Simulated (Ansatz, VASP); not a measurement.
# C: VASP beside Ansatz

```xyz
4
Lattice="2.4657 0.0000 0.0000 -1.2328 2.1353 0.0000 0.0000 0.0000 17.5001" Properties=species:S:1:pos:R:3 pbc="T T T"
C     1.2328    0.7118    4.5000
C     0.0000    1.4235    4.5000
C     1.2328    2.1353    7.5601
C     0.0000    2.8471    7.5600
```

Alike in both runs: task single point; functional PBE; dispersion D3(BJ); k mesh 15 × 15 × 1; occupations gaussian, width 0.1 eV; no spin polarisation.

|  | VASP | Ansatz |
| --- | --- | --- |
| version | VASP 6.6.1 | Ansatz 0.2.0 |
| potentials or method | VASP PAW PBE potentials, release 64 (C), cutoff 520 eV | scalar-relativistic, plane waves, PAW |
| valence electrons in the cell | 16 | 16 |

|  | VASP | Ansatz | Ansatz less VASP |
| --- | --- | --- | --- |
| gap on the k mesh at the Fermi level (eV) | none | none | - |
| rms of the force components (eV/Å) | 0.060 | 0.060 | -0.0002 |
| work function, face that differs most (eV) | 4.33 | 4.33 | -0.001 |

Atom by atom the forces differ by 0.000 eV/Å (rms over components). A gap of «none» marks a metal or a gap that the smearing closes.
